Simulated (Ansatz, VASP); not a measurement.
One calculation of GaSb3, two programs

Contents of INCAR:

```
PREC     = Accurate       # precision mode
ENCUT    = 520            # plane-wave cutoff, eV
EDIFF    = 1E-6           # SCF threshold, eV
ISMEAR   = 0              # smearing method
SIGMA    = 0.15           # smearing width, eV
LREAL    = False          # projectors in reciprocal space
LASPH    = True           # aspherical terms in the spheres
NELM     = 80             # most SCF steps
ALGO     = Normal         # electronic algorithm
ISIF     = 2              # what is computed and relaxed
LWAVE    = False          # write WAVECAR
LCHARG   = False          # write CHGCAR
GGA      = PE             # functional
IVDW     = 12             # dispersion correction
NBANDS   = 22             # bands
```

KPOINTS

```
regular mesh
0
Gamma
  10 10 10
```

File POSCAR:

```
GaSb3
1.0
    0.0000000000      3.7455328410      3.6481278280
    3.7455328410      0.0000000000      3.6481278280
    3.7455328410      3.7455328410      0.0000000000
Ga Sb
1 3
Direct
    0.0000000000      0.0000000000      0.0000000000
    0.2685026411      0.2314973589      0.2314973589
    0.7314973589      0.7685026411      0.7685026411
    0.5000000000      0.5000000000      0.5000000000
```

Input for Ansatz:

```yaml
crystal:
  lattice:
    - [0.0, 3.745532841, 3.648127828]
    - [3.745532841, 0.0, 3.648127828]
    - [3.745532841, 3.745532841, 0.0]
  atoms:
    - { symbol: Ga, position: [0.0, 0.0, 0.0] }
    - { symbol: Sb, position: [0.2685026411, 0.2314973589, 0.2314973589] }
    - { symbol: Sb, position: [0.7314973589, 0.7685026411, 0.7685026411] }
    - { symbol: Sb, position: [0.5, 0.5, 0.5] }
basis:
  ecutwfc: 420
kpoints:
  mp_grid: { grid: [10, 10, 10] }
hamiltonian:
  xc: pbe
  pseudopotentials: { kind: paw, azcp: { folder: soft_1 } }
  dispersion: d3bj
scf:
  occupations: { method: gaussian, width: 0.15 }
output:
  forces: true
  stress: true
  eigenvalues: true
```

Change from the starting cell: mode 4 frozen in at -0.135 Å, equal normal strain along x and y +0.0267.

Alike in both runs: task single point; functional PBE; dispersion D3(BJ); k mesh 10 × 10 × 10; occupations gaussian, width 0.15 eV; no spin polarisation.

```csv
,VASP,Ansatz
version,VASP 6.6.1,Ansatz 0.2.0
potentials or method,"VASP PAW PBE potentials, release 64 (Ga_d, Sb), cutoff 520 eV","scalar-relativistic, plane waves, PAW"
valence electrons in the cell,28,58
```

Ansatz gave:

| Quantity | Value |
| --- | --- |
| gap on the k mesh at the Fermi level (eV) | none |
| pressure (GPa) | -2.3 |
| traceless stress, the component that is largest in VASP (GPa) | -0.77 |
| rms of the force components (eV/Å) | 0.138 |

**Question.** What did VASP give for the same quantities?

**Answer.** gap on the k mesh at the Fermi level (eV): none; pressure (GPa): -2.4; traceless stress, the component that is largest in VASP (GPa): -0.77; rms of the force components (eV/Å): 0.138.

Atom by atom the forces differ by 0.001 eV/Å (rms over components). A gap of «none» marks a metal or a gap that the smearing closes. VASP's potentials hold 28 valence electrons a cell and Ansatz's 58, so a difference there can come from the potentials and not from the codes.

Spin-orbit coupling is off throughout.
